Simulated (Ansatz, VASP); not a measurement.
Given: the input of a run of Ansatz 0.2.0 on MoS2.

Contents of input.yaml:

```yaml
crystal:
  lattice:
    - [1.5855, 0.9153888518, 6.1149966667]
    - [-1.5855, 0.9153888518, 6.1149966667]
    - [0.0, -1.8307777036, 6.1149966667]
  atoms:
    - { symbol: Mo, position: [0.0, 0.0, 0.0] }
    - { symbol: S, position: [0.25, 0.25, 0.25] }
    - { symbol: S, position: [0.75, 0.75, 0.75] }
hamiltonian:
  xc: lda
  pseudopotentials: { kind: paw }
kpoints:
  mp_grid: { grid: [10, 10, 10] }
scf:
  occupations: { method: fermi_dirac, width: 0.05 }
output:
  forces: true
  stress: true
  eigenvalues: true
```

Potentials or basis: Ansatz PAW.

Run with:

```sh
$ ansatz run input.yaml --threads 1 --pin off --max-ram 3584MiB --backend cpu --events-out ev --progress --plain --runs-dir out
```

Question: Translate it to VASP 6.6.1. Potentials there: VASP PAW LDA potentials, release 64 (Mo_sv, S).

Answer: As run (the cutoff follows the program's own potentials):

Contents of INCAR:

```
SYSTEM = MoS2
ALGO = Normal ; EDIFF = 1E-6
ENCUT = 520 ; ISIF = 2
ISMEAR = -1 ; LASPH = .True.
LCHARG = .False. ; LREAL = .False.
LWAVE = .False. ; NBANDS = 20
NELM = 100 ; PREC = Accurate
SIGMA = 0.05
```

Contents of KPOINTS:

```
k-points
0
Gamma
  10 10 10
  0 0 0
```

POSCAR

```
MoS2
1.0
    1.5855000000      0.9153888518      6.1149966667
   -1.5855000000      0.9153888518      6.1149966667
    0.0000000000     -1.8307777036      6.1149966667
Mo S
1 2
Direct
    0.0000000000      0.0000000000      0.0000000000
    0.2500000000      0.2500000000      0.2500000000
    0.7500000000      0.7500000000      0.7500000000
```

Potentials or basis: VASP PAW LDA potentials, release 64 (Mo_sv, S).

The run is started by

```console
$ cat potpaw_LDA.64/Mo_sv/POTCAR potpaw_LDA.64/S/POTCAR > POTCAR
$ mpirun -np 1 vasp_std > vasp.out
```

Both were run:

|  | VASP | Ansatz | Ansatz less VASP |
| --- | --- | --- | --- |
| gap on the k mesh at the Fermi level (eV) | none | none | - |
| pressure (GPa) | 0.2 | 0.1 | -0.12 |
| traceless stress, the component that is largest in VASP (GPa) | 3.14 | 3.13 | -0.011 |
| rms of the force components (eV/Å) | 0.281 | 0.271 | -0.0100 |

LDA's correlation is that of Perdew and Zunger in VASP and of Perdew and Wang (1992) in Ansatz. Atom by atom the forces differ by 0.010 eV/Å (rms over components). A gap of «none» marks a metal or a gap that the smearing closes.
